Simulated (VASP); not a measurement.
WS2, 6 atoms in the cell. The cell holds a slab with vacuum, 6 atoms: a = 3.183 Å, b = 3.183 Å, c = 29.618 Å, α = 90.00°, β = 90.00°, γ = 120.00°. 

| Property | Result |
| --- | --- |
| Program | VASP 6.6.1 |
| Task | single point |
| Functional | PBE |
| Dispersion | D3(BJ) |
| Potentials or basis | VASP PAW PBE potentials, release 64 (S, W_sv) |
| Cutoff | 520 eV |
| k mesh | 9 × 9 × 1 |
| Occupations | gaussian, width 0.05 eV |
| Spin | no spin polarisation |
| Dipole correction | yes |
| Further INCAR settings | ALGO = Normal; EDIFF = 1e-07; NBANDS = 35 |

Potentials or basis: VASP PAW PBE potentials, release 64 (S, W_sv).

The run is started by

```console
$ cat potpaw_PBE.64/S/POTCAR potpaw_PBE.64/W_sv/POTCAR > POTCAR
$ mpirun -np 1 vasp_std > vasp.out
```

Hardware: 1 thread of Intel(R) Xeon(R) 6975P-C (Granite Rapids) (shared host).

Task: Estimate the wall time of this run.

Result: Wall time 2.6 min on 1 thread of Intel(R) Xeon(R) 6975P-C (Granite Rapids) (shared host), peak memory 0.39 GiB. Counts: scf iterations 28, k points 12.
